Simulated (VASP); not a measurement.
# P (R-3m) in VASP: a series of runs, part 2 of 2

VASP 6.6.1. Earlier steps stand in the parts before.

### 3 Single point, PBE+D3(BJ)

INCAR reads:

```
SYSTEM = P
PREC = Accurate ; ENCUT = 520
EDIFF = 1E-6 ; ISMEAR = 0
SIGMA = 0.1 ; LREAL = .FALSE.
LASPH = .TRUE. ; NELM = 100
ALGO = Normal ; ISIF = 2
LWAVE = .FALSE. ; LCHARG = .TRUE.
GGA = PE ; IVDW = 12
LELF = .TRUE. ; LVHAR = .TRUE.
NBANDS = 12
```

KPOINTS reads:

```
regular mesh
0
G
  15 15 15
  0 0 0
```

POSCAR reads:

```
P
1.0
    1.7132924525      0.9891698586      2.9115578036
   -1.7132924525      0.9891698586      2.9115578036
    0.0000000000     -1.9783397172      2.9115578036
P
2
Direct
    0.2340199604      0.2340199604      0.2340199604
    0.7659800396      0.7659800396      0.7659800396
```

Potentials or basis: VASP PAW PBE potentials, release 64 (P).

Launch:

```console
> cat potpaw_PBE.64/P/POTCAR > POTCAR
> mpirun -np 1 vasp_std > vasp.out
```

OUTCAR:

```text
SYSTEM = P
   PREC = Accurate
   ENCUT = 520
   EDIFF = 1E-6
   ISMEAR = 0
   LREAL = .FALSE.
   LASPH = .TRUE.
   NELM = 100
   ISIF = 2
   GGA = PE
   IVDW = 12
 IVDW          = 12

 ion  position               nearest neighbor table
   1  0.234  0.234  0.234-   2 2.30   2 2.30   2 2.30   2 2.63   2 2.63   2 2.63
   2  0.766  0.766  0.766-   1 2.30   1 2.30   1 2.30   1 2.63   1 2.63   1 2.63

  LATTYP: Found a trigonal (rhomboedric) cell.
 ALAT       =     3.5200847832
 COS(alpha) =     0.5262090604

  Lattice vectors:

 A1 = (   1.7132924525,   0.9891698586,   2.9115578036)
 A2 = (  -1.7132924525,   0.9891698586,   2.9115578036)
 A3 = (   0.0000000000,  -1.9783397172,   2.9115578036)

Analysis of symmetry for initial positions (statically):
=====================================================================
 Subroutine PRICEL returns:
 Original cell was already a primitive cell.

 Routine SETGRP: Setting up the symmetry group for a
 trigonal (rhombohedral) supercell.

 Subroutine GETGRP returns: Found 12 space group operations
[... 178 lines left out ...]
      3       7.1619      2.00000
      4       7.1619      2.00000
      5       7.5731      2.00000
      6      12.2333      0.00000
      7      13.2712      0.00000
      8      13.2712      0.00000
      9      15.3666      0.00000
     10      15.3666      0.00000
     11      16.4075      0.00000
     12      16.6675      0.00000
[... 331 lines left out ...]
 k-point    24 :       0.2000    0.1333    0.0000
  band No.  band energies     occupation
      1      -6.3691      2.00000
      2       3.9773      2.00000
      3       5.9260      2.00000
      4       6.3124      2.00000
      5       9.2303      2.00000
      6      11.5541      0.00000
      7      12.3637      0.00000
      8      14.2072      0.00000
      9      14.6648      0.00000
     10      16.1455      0.00000
     11      17.0036      0.00000
     12      18.2715      0.00000

 [... further k-points ...]

------------------------ aborting loop because EDIFF is reached ----------------------------------------

 Edisp (eV)   -0.95503

 E8    (eV) :    -0.3614

  FORCE on cell =-STRESS in cart. coord.  units (eV):
  Direction    XX          YY          ZZ          XY          YZ          ZX
  --------------------------------------------------------------------------------------
  -------------------------------------------------------------------------------------
  Total      -0.06631    -0.06631    -0.03999     0.00000     0.00000     0.00000
  in kB      -3.58831    -3.58831    -2.16389     0.00000     0.00000     0.00000
  external pressure =       -3.11 kB  Pullay stress =        0.00 kB

 VOLUME and BASIS-vectors are now :
 -----------------------------------------------------------------------------
  energy-cutoff  :      520.00
  volume of cell :       29.61
      direct lattice vectors                 reciprocal lattice vectors
     1.713292452  0.989169859  2.911557804     0.291835757  0.168491453  0.114486250
    -1.713292452  0.989169859  2.911557804    -0.291835757  0.168491453  0.114486250
     0.000000000 -1.978339717  2.911557804     0.000000000 -0.336982906  0.114486250

 POSITION                                       TOTAL-FORCE (eV/Angst)
 -----------------------------------------------------------------------------------
      0.00000      0.00000      2.04409         0.000000     -0.000000     -0.047461
      0.00000      0.00000      6.69059         0.000000      0.000000      0.047461
 -----------------------------------------------------------------------------------
    total drift:                                0.000000      0.000000     -0.000000

  FREE ENERGIE OF THE ION-ELECTRON SYSTEM (eV)
  ---------------------------------------------------
  free  energy   TOTEN  =       -11.5673627064 eV

  energy  without entropy=      -11.5653491872  energy(sigma->0) =      -11.56635595
```

OSZICAR:

```text
N       E                     dE             d eps       ncg     rms          rms(c)
DAV:   1     0.208464286183E+02    0.20846E+02   -0.45819E+03  8264   0.726E+02
DAV:   2    -0.952202103399E+01   -0.30368E+02   -0.28959E+02 10808   0.118E+02
DAV:   3    -0.106243335266E+02   -0.11023E+01   -0.10906E+01 10812   0.207E+01
DAV:   4    -0.106309815965E+02   -0.66481E-02   -0.66420E-02  9744   0.189E+00
DAV:   5    -0.106310276456E+02   -0.46049E-04   -0.46048E-04 10684   0.154E-01    0.717E+00
DAV:   6    -0.106179592419E+02    0.13068E-01   -0.55743E-03  9852   0.461E-01    0.427E+00
DAV:   7    -0.106121543376E+02    0.58049E-02   -0.11565E-02  9828   0.726E-01    0.109E-01
DAV:   8    -0.106123008047E+02   -0.14647E-03   -0.11747E-03  9848   0.235E-01    0.592E-02
DAV:   9    -0.106123231410E+02   -0.22336E-04   -0.62629E-05 10388   0.554E-02    0.419E-02
DAV:  10    -0.106123348800E+02   -0.11739E-04   -0.15620E-05  9756   0.278E-02    0.818E-03
DAV:  11    -0.106123352264E+02   -0.34635E-06   -0.29079E-07  6636   0.385E-03
   1 F= -.11567363E+02 E0= -.11566356E+02  d E =-.201352E-02
```

It took 39 s on 1 thread of Intel Xeon 6975P-C (Granite Rapids), shared host; peak memory 0.23 GiB.

Results:

```
Free energy                : -11.5674 eV
Pressure                   : -0.3 GPa
Largest force              : 0.047 eV/Å
Band gap on the k mesh     : zero (band 5 reaches 10.72 eV, above the bottom of band 6 at 9.25 eV)
Dispersion energy per atom : -0.478 eV
```

Forces in eV/Å, atoms in the order of the input:
```
P    0.000  0.000 -0.047
P    0.000  0.000  0.047
```

Levels at points of the mesh, in eV from the Fermi level:
```tsv
k point	band 2	band 3	band 4	band 5	band 6	band 7	band 8	band 9
(0.00, 0.00, 0.00)	-2.75	-2.73	-2.73	-2.32	2.34	3.38	3.38	5.48
```

Caveat: pairwise dispersion overbinds metals, which lowers pressure and volume.

### 4 Relaxation of cell and atoms, PBE+D3(BJ)

This run uses another cell than the first one, of 16.14 Å³/atom, 1.091 times its volume.

INCAR reads:

```
SYSTEM = P
ALGO = Normal
EDIFF = 1E-7
EDIFFG = -0.005
ENCUT = 600
GGA = PE
IBRION = 2
ISIF = 3
ISMEAR = 0
IVDW = 12
LASPH = .TRUE.
LCHARG = .FALSE.
LREAL = .FALSE.
LWAVE = .FALSE.
NELM = 100
NSW = 100
PREC = Accurate
SIGMA = 0.1
```

KPOINTS reads:

```
k-points
0
G
  15 15 15
  0 0 0
```

POSCAR reads:

```
P
1.0
    1.7257251780      0.9963478961      3.1296800121
   -1.7257251780      0.9963478961      3.1296800121
    0.0000000000     -1.9926957921      3.1296800121
P
2
Direct
    0.2270802500      0.2270802500      0.2270802500
    0.7729197500      0.7729197500      0.7729197500
```

Potentials or basis: VASP PAW PBE potentials, release 64 (P).

Launch:

```console
> cat potpaw_PBE.64/P/POTCAR > POTCAR
> mpirun -np 1 vasp_std > vasp.out
```

OUTCAR:

```text
SYSTEM = P
   EDIFF = 1E-7
   EDIFFG = -0.005
   ENCUT = 600
   GGA = PE
   IBRION = 2
   ISIF = 3
   ISMEAR = 0
   IVDW = 12
   LASPH = .TRUE.
   LREAL = .FALSE.
   NELM = 100
   NSW = 100
   PREC = Accurate
 IVDW          = 12

 ion  position               nearest neighbor table
   1  0.227  0.227  0.227-   2 2.29   2 2.29   2 2.29   2 2.82   2 2.82   2 2.82
   2  0.773  0.773  0.773-   1 2.29   1 2.29   1 2.29   1 2.82   1 2.82   1 2.82

  LATTYP: Found a trigonal (rhomboedric) cell.
 ALAT       =     3.7102201415
 COS(alpha) =     0.5673129383

  Lattice vectors:

 A1 = (   1.7257251780,   0.9963478961,   3.1296800121)
 A2 = (  -1.7257251780,   0.9963478961,   3.1296800121)
 A3 = (   0.0000000000,  -1.9926957921,   3.1296800121)

Analysis of symmetry for initial positions (statically):
=====================================================================
 Subroutine PRICEL returns:
 Original cell was already a primitive cell.

 Routine SETGRP: Setting up the symmetry group for a
 trigonal (rhombohedral) supercell.

 Subroutine GETGRP returns: Found 12 space group operations
 (whereof 12 operations were pure point group operations)
 out of a pool of 12 trial point group operations.

The static configuration has the point symmetry D_3d.

Analysis of symmetry for dynamics (positions and initial velocities):
=====================================================================
 Subroutine PRICEL returns:
 Original cell was already a primitive cell.

 Routine SETGRP: Setting up the symmetry group for a
 trigonal (rhombohedral) supercell.

 Subroutine GETGRP returns: Found 12 space group operations
 (whereof 12 operations were pure point group operations)
 out of a pool of 12 trial point group operations.

The dynamic configuration has the point symmetry D_3d.

 Subroutine INISYM returns: Found 12 space group operations
 (whereof 12 operations are pure point group operations),
 and found     1 'primitive' translations

----------------------------------------------------------------------------------------

                                     Primitive cell

  volume of cell :      32.2875

  direct lattice vectors                    reciprocal lattice vectors
     1.725725178  0.996347896  3.129680012     0.289733271  0.167277582  0.106507161
    -1.725725178  0.996347896  3.129680012    -0.289733271  0.167277582  0.106507161
     0.000000000 -1.992695792  3.129680012     0.000000000 -0.334555164  0.106507161

  length of vectors
     3.710220141  3.710220141  3.710220141     0.351099605  0.351099605  0.351099605

  position of ions in fractional coordinates (direct lattice)
     0.227080250  0.227080250  0.227080250
     0.772919750  0.772919750  0.772919750

  ion indices of the primitive-cell ions
   primitive index   ion index
                 1           1
                 2           2

----------------------------------------------------------------------------------------

 KPOINTS: k-points

Automatic generation of k-mesh.
 Grid dimensions read from file:
 generate k-points for:   15   15   15

 Generating k-lattice:

  Cartesian coordinates                     Fractional coordinates (reciprocal lattice)
     0.019315551  0.011151839  0.007100477     0.066666667 -0.000000000  0.000000000
    -0.019315551  0.011151839  0.007100477    -0.000000000  0.066666667  0.000000000
     0.000000000 -0.022303678  0.007100477     0.000000000  0.000000000  0.066666667

  Length of vectors
     0.023406640  0.023406640  0.023406640

  Shift w.r.t. Gamma in fractional coordinates (k-lattice)
     0.000000000  0.000000000  0.000000000

 Subroutine IBZKPT returns following result:
 ===========================================

 Found    344 irreducible k-points:

 Following reciprocal coordinates:
            Coordinates               Weight
  0.000000  0.000000  0.000000      1.000000
  0.066667 -0.000000 -0.000000      6.000000
  0.133333  0.000000 -0.000000      6.000000
  0.200000 -0.000000 -0.000000      6.000000
  0.266667  0.000000 -0.000000      6.000000
  0.333333 -0.000000 -0.000000      6.000000
[... 16 lines left out ...]
  0.133333  0.133333 -0.000000      6.000000
  0.200000  0.133333 -0.000000     12.000000
 [... further k-points ...]
   k-points           NKPTS =    344   k-points in BZ     NKDIM =    344   number of bands    NBANDS=      9
   number of dos      NEDOS =    301   number of ions     NIONS =      2
   total plane-waves  NPLWV =  27000
   dimension x,y,z NGX =    30 NGY =   30 NGZ =   30
   dimension x,y,z NGXF=    60 NGYF=   60 NGZF=   60
   ions per type =               2
   NGX,Y,Z   is equivalent  to a cutoff of  13.44, 13.44, 13.44 a.u.
   NGXF,Y,Z  is equivalent  to a cutoff of  26.88, 26.88, 26.88 a.u.
 SYSTEM =  P
   PREC   = accura    normal or accurate (medium, high low for compatibility)
   ISTART =      0    job   : 0-new  1-cont  2-samecut
   ICHARG =      2    charge: 1-file 2-atom 10-const
   ISPIN  =      1    spin polarized calculation?
   LNONCOLLINEAR =      F non collinear calculations
   LSORBIT =      F    spin-orbit coupling
   LASPH  =      T    aspherical Exc in radial PAW
   ENCUT  =  600.0 eV  44.10 Ry    6.64 a.u.   7.41  7.41  7.41*2*pi/ulx,y,z
   NELM   =    100;   NELMIN=  2; NELMDL= -5     # of ELM steps
   EDIFF  = 0.1E-06   stopping-criterion for ELM
   LREAL  =      F    real-space projection
   EDIFFG = -.5E-02   stopping-criterion for IOM
   NSW    =    100    number of steps for IOM
   IBRION =      2    ionic relax: 0-MD 1-quasi-New 2-CG
   NFREE  =      1    steps in history (QN), initial steepest desc. (CG)
   ISIF   =      3    stress and relaxation
   ISYM   =      2    0-nonsym 1-usesym 2-fastsym
   POTIM  = 0.5000    time-step for ionic-motion
   TEBEG  =    0.0;   TEEND  =   0.0 temperature during run
   PSTRESS=    0.0 pullay stress
   NELECT =      10.0000    total number of electrons
   NUPDOWN=      -1.0000    fix difference up-down
   EMIN   =  10.00;   EMAX   =-10.00  energy-range for DOS
   EFERMI =   0.00;   METHOD = LEGACY
   ISMEAR =     0;   SIGMA  =   0.10  broadening in eV -4-tet -1-fermi 0-gaus
   EFERMI_NEDOS =   21; number of points for ismear=-14 and -15
   IALGO  =     38    algorithm
   IMIX   =      4    mixing-type and parameters
     AMIX     =   0.40;   BMIX     =  1.00
     AMIX_MAG =   1.60;   BMIX_MAG =  1.00
  volume/ion in A,a.u.               =      16.14       108.94
  Fermi-wavevector in a.u.,A,eV,Ry     =   1.107636  2.093128 16.692396  1.226857
  Thomas-Fermi vector in A             =   2.244152
   LORBIT       =      0    0 simple, 1 ext, 2 COOP (PROOUT), +10 PAW based schemes
   GGA     = PE    functional components
   LHFCALC =     F    Hartree Fock is set to
   AEXX    =    0.0000 exact exchange contribution
   IVDW    =    12    specifies the selected vdW correction
   LEPSILON=     F    determine dielectric tensor
   LRPA    =     F    only Hartree local field effects (RPA)
 conjugate gradient relaxation of ions
 non-spin polarized calculation
 Gauss-broadening in eV      SIGMA  =   0.10
  energy-cutoff  :      600.00
  volume of cell :       32.29
 maximum number of plane-waves:      1095
 NGX is ok and might be reduce to    30
   NGX = 15   NGY = 15   NGZ = 15

--------------------------------------- Ionic step        1  -------------------------------------------

 number of electron      10.0000000 magnetization

 Free energy of the ion-electron system (eV)
  ---------------------------------------------------
  ext. energy  EPLUGINS =         0.00000000
  ---------------------------------------------------
  free energy    TOTEN  =       -10.64663097 eV

  energy without entropy =      -10.64498003  energy(sigma->0) =      -10.64580550

------------------------ aborting loop because EDIFF is reached ----------------------------------------

 Edisp (eV)   -0.87493

 E8    (eV) :    -0.3316
[... 105 lines left out ...]
  FREE ENERGIE OF THE ION-ELECTRON SYSTEM (eV)
  ---------------------------------------------------
  free  energy   TOTEN  =       -11.5434238983 eV

  energy  without entropy=      -11.5417264142  energy(sigma->0) =      -11.54257516

[... ionic steps 4 to 10 ...]

--------------------------------------- Ionic step       11  -------------------------------------------

 number of electron      10.0000000 magnetization

------------------------ aborting loop because EDIFF is reached ----------------------------------------
[... 75 lines left out ...]
--------------------------------------- Ionic step       13  -------------------------------------------

 number of electron      10.0000000 magnetization

 Free energy of the ion-electron system (eV)
  ---------------------------------------------------
  ext. energy  EPLUGINS =         0.00000000
  ---------------------------------------------------
  free energy    TOTEN  =       -10.61309360 eV

  energy without entropy =      -10.61115613  energy(sigma->0) =      -10.61212486

 E-fermi :   9.9151     XC(G=0): -11.1701

 val. band max:        9.8951703586   @ k =   0.4667   0.3333   0.3333
 cond. band min:       9.9430871015   @ k =   0.4667   0.4667   0.4000
 fundamental gap:      0.0479167429
 Fermi energy:         9.9150999527

 k-point     1 :       0.0000    0.0000    0.0000
  band No.  band energies     occupation
      1      -7.0398      2.00000
      2       7.1374      2.00000
      3       7.1533      2.00000
      4       7.1533      2.00000
      5       7.5664      2.00000
      6      12.1837      0.00000
      7      13.2441      0.00000
      8      13.2441      0.00000
      9      15.3967      0.00000
[... 265 lines left out ...]
 k-point    24 :       0.2000    0.1333   -0.0000
  band No.  band energies     occupation
      1      -6.3773      2.00000
      2       3.9744      2.00000
      3       5.9108      2.00000
      4       6.3022      2.00000
      5       9.2305      2.00000
      6      11.5556      0.00000
      7      12.3477      0.00000
      8      14.1900      0.00000
      9      14.6788      0.00000

 [... further k-points ...]

------------------------ aborting loop because EDIFF is reached ----------------------------------------

 Edisp (eV)   -0.95495

 E8    (eV) :    -0.3614
[... 25 lines left out ...]
  FREE ENERGIE OF THE ION-ELECTRON SYSTEM (eV)
  ---------------------------------------------------
  free  energy   TOTEN  =       -11.5680465754 eV

  energy  without entropy=      -11.5661091027  energy(sigma->0) =      -11.56707784

 reached required accuracy - stopping structural energy minimisation
```

OSZICAR:

```text
N       E                     dE             d eps       ncg     rms          rms(c)
DAV:   1     0.271296351093E+02    0.27130E+02   -0.51333E+03  6192   0.108E+03
DAV:   2    -0.952888286004E+01   -0.36659E+02   -0.35748E+02  9318   0.135E+02
DAV:   3    -0.106678445113E+02   -0.11390E+01   -0.11158E+01  7762   0.260E+01
[... 109 lines left out ...]
DAV:   2    -0.106130977123E+02    0.35719E-05   -0.47677E-05  7960   0.608E-02    0.125E-02
DAV:   3    -0.106130940418E+02    0.36704E-05   -0.77813E-06  7549   0.181E-02    0.303E-03
DAV:   4    -0.106130938252E+02    0.21666E-06   -0.58800E-07  8231   0.585E-03    0.269E-03
DAV:   5    -0.106130936704E+02    0.15479E-06   -0.32274E-08  3279   0.142E-03    0.993E-04
DAV:   6    -0.106130936005E+02    0.69847E-07   -0.12461E-08  3172   0.896E-04
  13 F= -.11568047E+02 E0= -.11567078E+02  d E =-.264209E-04
```

Run time: 5.7 min. Hardware: 1 thread of Intel Xeon 6975P-C (Granite Rapids), shared host; peak memory 0.27 GiB.

Results:

| Quantity | Value |
| --- | --- |
| Free energy | -11.5680 eV |
| Relaxed volume | 14.80 Å³/atom |
| Relaxed cell | a = 3.523 Å, b = 3.523 Å, c = 3.523 Å, α = 58.17°, β = 58.17°, γ = 58.17° |
| Space group after relaxing (to 0.05 Å) | R-3m (No. 166) |
| Energy gained by relaxing | 23.2 meV/atom |
| Ionic steps | 13 |
| Pressure after relaxing | 0.0 GPa |
| Band gap on the k mesh | zero (band 5 reaches 10.73 eV, above the bottom of band 6 at 9.28 eV) |
| Dispersion energy per atom | -0.477 eV |

Step by step:
```csv
step,energy change (eV),largest force (eV/Å),pressure (GPa),volume (Å³)
1,0.0000,0.2381,-2.92,32.29
2,-0.0203,0.3399,0.10,30.93
3,-0.0219,0.3730,1.22,30.49
4,-0.0363,0.1165,0.50,30.14
5,-0.0421,0.1183,-0.31,29.73
6,-0.0458,0.0472,0.24,29.49
7,-0.0461,0.0229,0.42,29.41
8,-0.0463,0.0396,-0.20,29.59
9,-0.0464,0.0362,-0.07,29.55
10,-0.0465,0.0083,0.02,29.56
11,-0.0465,0.0020,0.04,29.56
12,-0.0465,0.0014,0.00,29.59
13,-0.0465,0.0009,-0.03,29.61
```

Final structure:
```yaml
crystal:
  lattice:
    - [1.71226, 0.98857, 2.91538]
    - [-1.71226, 0.98857, 2.91538]
    - [0.00000, -1.97715, 2.91538]
  atoms:
    - { symbol: P, position: [0.23361, 0.23361, 0.23361] }
    - { symbol: P, position: [0.76640, 0.76640, 0.76640] }
```

Caveat: pairwise dispersion overbinds metals, which lowers pressure and volume.

### 5 The runs side by side

| task | cell | cutoff (eV) | gap on the mesh (eV) | pressure (GPa) | relaxed volume (Å³/atom) |
| --- | --- | --- | --- | --- | --- |
| relaxation of cell and atoms | relaxed from a = 3.520 Å, angles 58.3°, 2 atoms | 600 | none | 0.0 | 14.80 |
| single point | a = 3.520 Å, angles 58.3°, 2 atoms | 520 | none | -0.3 | - |
| relaxation of cell and atoms | relaxed from a = 3.710 Å, angles 55.4°, 2 atoms | 600 | none | 0.0 | 14.80 |

Alike in all rows: level PBE+D3(BJ); potentials or basis VASP PAW PBE potentials, release 64 (P); no spin polarisation; k mesh 15 × 15 × 15; smearing gaussian 0.1 eV.

Caveats: pairwise dispersion overbinds metals, which lowers pressure and volume.

Absolute energies hang on the potentials; compare differences alone.
